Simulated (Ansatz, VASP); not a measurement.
# One calculation of Bi2Se3, two programs

```
Bi Se
1.0
     2.04350    1.17982    9.41632
    -2.04350    1.17982    9.41632
     0.00000   -2.35963    9.41632
Bi Se
2 3
Direct
  0.40080 0.40080 0.40080
  0.59920 0.59920 0.59920
  0.00000 0.00000 0.00000
  0.21170 0.21170 0.21170
  0.78830 0.78830 0.78830
```

Change from the starting cell: volume scaled by 0.96.

Alike in both runs: task single point; functional PBEsol; k mesh 6 × 6 × 6; occupations fermi-dirac, width 0.03 eV; no spin polarisation.

|  | VASP | Ansatz |
| --- | --- | --- |
| version | VASP 6.6.1 | Ansatz 0.2.0 |
| potentials or method | VASP PAW PBE potentials, release 64 (Bi_d, Se), cutoff 520 eV | all-electron LAPW, scalar-relativistic |

```tsv
	VASP	Ansatz	Ansatz less VASP
pressure (GPa)	2.5	2.5	-0.05
rms of the force components (eV/Å)	0.198	0.189	-0.0082
```

VASP's potentials were made for PBE, not for PBEsol. Atom by atom the forces differ by 0.008 eV/Å (rms over components). Ansatz ran all-electron here, and VASP with PAW potentials.

Neither program's run includes spin-orbit coupling.
